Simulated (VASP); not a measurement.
**Ir: single point with r2SCAN**

Ir:

```
CELL_PARAMETERS angstrom
0.00000 1.93533 1.93533
1.93533 0.00000 1.93533
1.93533 1.93533 0.00000
ATOMIC_POSITIONS crystal
Ir 0.00000 0.00000 0.00000
```

```yaml
Program: VASP 6.6.1
Task: single point
Functional: r2SCAN
Potentials_or_basis: VASP PAW PBE potentials, release 64 (Ir_sv_GW)
Cutoff: 550 eV
k_mesh: 18 × 18 × 18
Occupations: gaussian, width 0.1 eV
Spin: no spin polarisation
Dipole_correction: no
Second_run: valence_matched
Further_INCAR_settings: ALGO = Normal; EDIFF = 1e-06; NBANDS = 14
```

```
Pressure : -9.5 GPa
```

Levels at points of the mesh, in eV from the Fermi level:
```csv
k point,band 5,band 6,band 7,band 8,band 9,band 10,band 11,band 12
"(0.00, 0.00, 0.00)",-11.27,-3.89,-3.89,-3.89,-1.28,-1.28,14.30,19.96
"(0.50, 0.00, 0.00)",-8.17,-4.03,-4.03,-0.67,0.86,0.86,7.41,14.06
"(0.50, 0.50, 0.00)",-7.94,-7.38,0.76,1.47,1.47,1.72,10.75,11.91
```

It took 85 s on 1 thread of Intel(R) Xeon(R) Platinum 8375C CPU @ 2.90GHz (Ice Lake), on a shared host, peak memory 0.19 GiB.

Caveat: the PAW data sets were made with another functional, which shifts forces and pressure a little; spin-orbit coupling is left out, which moves the levels of the heavy elements.
